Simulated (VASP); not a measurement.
Wanted: the native input for a VASP 6.6.1 run.

```
Task                   : single point
Functional             : PBE
Potentials or basis    : VASP PAW PBE potentials, release 64 (Hf_pv, O)
Cutoff                 : 520 eV
k mesh                 : 8 × 8 × 8
Occupations            : fermi-dirac, width 0.02 eV
Spin                   : no spin polarisation
Dipole correction      : no
Further INCAR settings : ALGO = Normal; EDIFF = 1e-06; NBANDS = 18
```

The structure of HfO2 lies in POSCAR:

```
HfO2
1.0
   -0.1753924679      2.4802489664      2.4802489664
    2.4802489664     -0.1753924679      2.4802489664
    2.4802489664      2.4802489664     -0.1753924679
Hf O
1 2
Direct
    0.0000000000      0.0000000000      0.0000000000
    0.2558979273      0.2558979273      0.2558979273
    0.7441020727      0.7441020727      0.7441020727
```

This cell differs from its parent crystal: epitaxial 111 strain +5.0%.

One way to write it, as run:

INCAR

```
PREC = Accurate ; ENCUT = 520
EDIFF = 1E-6 ; ISMEAR = -1
SIGMA = 0.02 ; LREAL = False
LASPH = True ; NELM = 80
ALGO = Normal ; ISIF = 2
LWAVE = False ; LCHARG = False
GGA = PE ; NBANDS = 18
```

KPOINTS

```
regular mesh
0
Gamma
  8 8 8
```

Potentials or basis: VASP PAW PBE potentials, release 64 (Hf_pv, O).

Command:

```console
$ cat potpaw_PBE.64/Hf_pv/POTCAR potpaw_PBE.64/O/POTCAR > POTCAR
$ mpirun -np 1 vasp_std > vasp.out
```

It gave:

- Pressure: -6.9 GPa
- Largest force: 0.025 eV/Å
- Band gap on the k mesh: 3.78 eV, direct

Caveat: the cell differs from its parent crystal (epitaxial 111 strain +5.0%); spin-orbit coupling is left out, which moves the levels of the heavy elements.

It took 25 s on 1 thread of Intel(R) Xeon(R) Platinum 8375C CPU @ 2.90GHz (Ice Lake), with other jobs on the host, peak memory 0.18 GiB.
